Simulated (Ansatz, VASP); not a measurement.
## C: VASP beside Ansatz

```
CELL_PARAMETERS angstrom
0.00000 1.78337 1.81904
1.78337 0.00000 1.81904
1.78337 1.78337 0.00000
ATOMIC_POSITIONS crystal
C 0.00000 0.00000 0.00000
C 0.25000 0.25000 0.25000
```

Alike in both runs: task single point; functional PBE; k mesh 10 × 10 × 10; occupations fermi-dirac, width 0.02 eV; no spin polarisation.

|  | VASP | Ansatz |
| --- | --- | --- |
| version | VASP 6.6.1 | Ansatz 0.2.0 |
| potentials or method | VASP PAW PBE potentials, release 64 (C), cutoff 520 eV | plane waves, PAW |
| valence electrons in the cell | 8 | 8 |

```csv
,VASP,Ansatz,Ansatz less VASP
pressure (GPa),-6.0,-6.6,-0.58
"traceless stress, the component that is largest in VASP (GPa)",-12.26,-12.27,-0.006
```
